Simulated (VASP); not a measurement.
A run of VASP 6.6.1 is set up as follows.

INCAR

```
SYSTEM = SnTe
PREC = Accurate
ENCUT = 520
EDIFF = 1E-6
ISMEAR = 0
SIGMA = 0.15
LREAL = .False.
LASPH = .True.
NELM = 80
ALGO = Normal
ISIF = 2
LWAVE = .False.
LCHARG = .True.
GGA = PE
IVDW = 12
LELF = .True.
LVHAR = .True.
NBANDS = 17
```

Contents of KPOINTS:

```
Automatic mesh
0
Gamma
  16 16 16
  0 0 0
```

Contents of POSCAR:

```
SnTe
1.0
    3.8258851498      0.0000000000      0.0000000000
    0.0000000000      3.8258851498      0.0000000000
    0.0000000000      0.0000000000      3.8258851498
Sn Te
1 1
Direct
    0.0377265813      0.0377265813      0.0377265813
    0.5000000000      0.5000000000      0.5000000000
```

Potentials or basis: VASP PAW PBE potentials, release 64 (Sn_d, Te).

The run is started by

```console
$ cat potpaw_PBE.64/Sn_d/POTCAR potpaw_PBE.64/Te/POTCAR > POTCAR
$ mpirun -np 1 vasp_std > vasp.out
```

(1) Estimate the dispersion energy per atom.

(2) Predict the band gap on the k mesh.

Results:

(1) -0.444 eV.

(2) zero (bands 10 and 11 overlap by 1.91 eV).

Caveat: the cell differs from its parent crystal (all Sn atoms moved -0.250 Å, as atom 1 towards its neighbour atom 2 (Te) at 3.313 Å); spin-orbit coupling is left out, which moves the levels of the heavy elements.
